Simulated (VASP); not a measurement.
Input of a VASP 6.6.1 run:

The input INCAR:

```
PREC     = Accurate       # precision mode
ENCUT    = 600            # plane-wave cutoff, eV
EDIFF    = 1E-6           # SCF threshold, eV
ISMEAR   = 0              # smearing method
SIGMA    = 0.02           # smearing width, eV
LREAL    = False          # projectors in reciprocal space
LASPH    = True           # aspherical terms in the spheres
NELM     = 60             # most SCF steps
ALGO     = Normal         # electronic algorithm
ISIF     = 3              # what is computed and relaxed
LWAVE    = False          # write WAVECAR
LCHARG   = False          # write CHGCAR
GGA      = PE             # functional
IBRION   = 2              # ionic algorithm
NSW      = 100            # ionic steps
EDIFFG   = -0.01          # ionic threshold
```

The input KPOINTS:

```
regular mesh
0
Gamma
  8 4 4
```

The input POSCAR:

```
Ga4AsP3
1.0
    3.9342940000      0.0000000000      0.0000000000
    0.0000000000      3.9349580000      5.5642020000
    0.0000000000     -3.9349580000      5.5642020000
Ga P As
4 3 1
Direct
    0.0000000000      0.9950690000      0.9950690000
    0.5000000000      0.5072610000      0.9971260000
    0.5000000000      0.9971260000      0.5072610000
    0.0000000000      0.5002930000      0.5002930000
    0.0000000000      0.6248730000      0.1251410000
    0.0000000000      0.1251410000      0.6248730000
    0.5000000000      0.6250480000      0.6250480000
    0.5000000000      0.1251890000      0.1251890000
```

Potentials or basis: VASP PAW PBE potentials, release 64 (Ga_d, P, As).

Launch:

```console
$ cat potpaw_PBE.64/Ga_d/POTCAR potpaw_PBE.64/P/POTCAR potpaw_PBE.64/As/POTCAR > POTCAR
$ mpirun -np 1 vasp_std > vasp.out
```

Problem. Predict the space group after relaxing (to 0.1 Å).

Solution. Amm2 (No. 38).

Problem. What does it give for the relaxed volume?

Solution. 21.55 Å³/atom.

Problem. Estimate the relaxed cell.

Solution. a = 3.935 Å, b = 6.817 Å, c = 6.817 Å, α = 70.54°, β = 90.00°, γ = 90.00°.

Problem. Estimate the band gap on the k mesh.

Solution. 1.09 eV.

Forces in eV/Å, atoms in the order of the input:
```
Ga   0.000  0.000 -0.007
Ga   0.000  0.004  0.003
Ga   0.000 -0.004  0.003
Ga   0.000  0.000  0.002
P    0.000  0.002 -0.001
P    0.000 -0.002 -0.001
P    0.000  0.000  0.000
As   0.000  0.000  0.001
```

A k mesh can miss the band edges.
